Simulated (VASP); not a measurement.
Here is a VASP 6.6.1 calculation.

The input INCAR:

```
SYSTEM = Mo
PREC = Accurate ; ENCUT = 520
EDIFF = 1E-6 ; ISMEAR = 0
SIGMA = 0.15 ; LREAL = .FALSE.
LASPH = .TRUE. ; NELM = 60
ALGO = Fast ; ISIF = 2
LWAVE = .FALSE. ; LCHARG = .TRUE.
GGA = PE ; LELF = .TRUE.
LVHAR = .TRUE. ; NBANDS = 13
```

Contents of KPOINTS:

```
regular mesh
0
G
  26 26 26
  0 0 0
```

The input POSCAR:

```
Mo
1.0
   -1.5802194352      1.5802194352      1.6197249211
    1.5802194352     -1.5802194352      1.6197249211
    1.5802194352      1.5802194352     -1.6197249211
Mo
1
Direct
    0.0000000000      0.0000000000      0.0000000000
```

Potentials or basis: VASP PAW PBE potentials, release 64 (Mo_sv).

Launch:

```bash
$ cat potpaw_PBE.64/Mo_sv/POTCAR > POTCAR
$ mpirun -np 1 vasp_std > vasp.out
```

(1) Estimate the pressure.

(2) Estimate the band gap on the k mesh.

## Answers

(1) -5.4 GPa.

(2) zero (bands 7 and 8 overlap by 4.89 eV).

Caveat: the cell differs from its parent crystal (strain +0.000 along x and y, +0.025 along z); the stress differs along the axes, from -10 to -3 GPa.
